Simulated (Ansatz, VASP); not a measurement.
# BaTiO3: VASP beside Ansatz

File INCAR:

```
PREC     = Accurate       # precision mode
ENCUT    = 520            # plane-wave cutoff, eV
EDIFF    = 1E-8           # SCF threshold, eV
ISMEAR   = -1             # smearing method
SIGMA    = 0.05           # smearing width, eV
LREAL    = False          # projectors in reciprocal space
LASPH    = True           # aspherical terms in the spheres
NELM     = 120            # most SCF steps
ALGO     = Normal         # electronic algorithm
ISIF     = 2              # what is computed and relaxed
LWAVE    = False          # write WAVECAR
LCHARG   = False          # write CHGCAR
GGA      = PE             # functional
LEFG     = True         
NBANDS   = 28             # bands
GGA_COMPAT= False
```

KPOINTS

```
regular mesh
0
Gamma
  8 8 8
```

The input POSCAR:

```
BaTiO3
1.0
    4.0874460000      0.0000000000      0.0000000000
    0.0000000000      4.0874460000      0.0000000000
    0.0000000000      0.0000000000      4.0073000000
Ba Ti O
1 1 3
Direct
    0.5000000000      0.5000000000      0.5000000000
    0.0000000000      0.0000000000      0.0000000000
    0.5000000000      0.0000000000      0.0000000000
    0.0000000000      0.5000000000      0.0000000000
    0.0000000000      0.0000000000      0.5000000000
```

Input for Ansatz:

```yaml
crystal:
  lattice:
    - [4.087446, 0.0, 0.0]
    - [0.0, 4.087446, 0.0]
    - [0.0, 0.0, 4.0073]
  atoms:
    - { symbol: Ba, position: [0.5, 0.5, 0.5] }
    - { symbol: Ti, position: [0.0, 0.0, 0.0] }
    - { symbol: O, position: [0.5, 0.0, 0.0] }
    - { symbol: O, position: [0.0, 0.5, 0.0] }
    - { symbol: O, position: [0.0, 0.0, 0.5] }
kpoints:
  mp_grid: { grid: [8, 8, 8] }
scf:
  occupations: { method: fermi_dirac, width: 0.05 }
hamiltonian:
  xc: pbe
  pseudopotentials: { kind: all_electron, datasets: crystal }
output:
  forces: true
  stress: true
  eigenvalues: true
  efg: { contact_densities: true }
```

Change from the starting cell: equal xx and yy strain of +2 %, crystal datasets.

Alike in both runs: task electric field gradients; functional PBE; k mesh 8 × 8 × 8; occupations fermi-dirac, width 0.05 eV; no spin polarisation.

|  | VASP | Ansatz |
| --- | --- | --- |
| version | VASP 6.6.1 | Ansatz 0.2.0 |
| potentials or method | VASP PAW PBE potentials, release 64 (Ba_sv, Ti_sv, O), cutoff 520 eV | all-electron PAW with datasets made for the crystal, scalar-relativistic |

|  | VASP | Ansatz | Ansatz less VASP |
| --- | --- | --- | --- |
| pressure (GPa) | -3.0 | -4.6 | -1.51 |
| traceless stress, the component that is largest in VASP (GPa) | 2.17 | 2.09 | -0.079 |
| size of Vzz on the site where it differs most (V/Å²) | 16.4 | 16.7 | +0.36 |

Ansatz ran all-electron here, and VASP with PAW potentials.

Neither program's run includes spin-orbit coupling.
